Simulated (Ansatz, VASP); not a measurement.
One calculation of KMgF3, two programs

```
K Mg F
1.0
     2.39034    1.38006    4.30945
    -2.39034    1.38006    4.30945
     0.00000   -2.76013    4.30945
K Mg F
1 1 3
Cartesian
  0.0000 0.0000 0.0000
  0.0000 0.0000 6.4642
  0.0000 -1.3801 2.1547
  1.1952 0.6900 2.1547
  -1.1952 0.6900 2.1547
```

Alike in both runs: functional PBE; k mesh 3 × 3 × 3; occupations gaussian, width 0.15 eV; no spin polarisation.

Ansatz relaxed the structure, and its values are those at the end. VASP's run is a single point on that final structure, the one shown.

|  | VASP | Ansatz |
| --- | --- | --- |
| version | VASP 6.6.1 | Ansatz 0.2.0 |
| potentials or method | VASP PAW PBE potentials, release 64 (K_sv, Mg, F), cutoff 600 eV | scalar-relativistic, plane waves, PAW |
| valence electrons in the cell | 32 | 40 |

VASP gave:

* gap on the k mesh at the Fermi level (eV): 0.39
* least direct gap on the mesh (eV): 0.39
* pressure (GPa): 0.1

Problem. Estimate Ansatz's values.

Solution. gap on the k mesh at the Fermi level (eV): 0.42; least direct gap on the mesh (eV): 0.42; pressure (GPa): 0.3.

VASP's potentials hold 32 valence electrons a cell and Ansatz's 40, so a difference there can come from the potentials and not from the codes.

The k mesh is coarse, so the values compare programs but aren't converged.
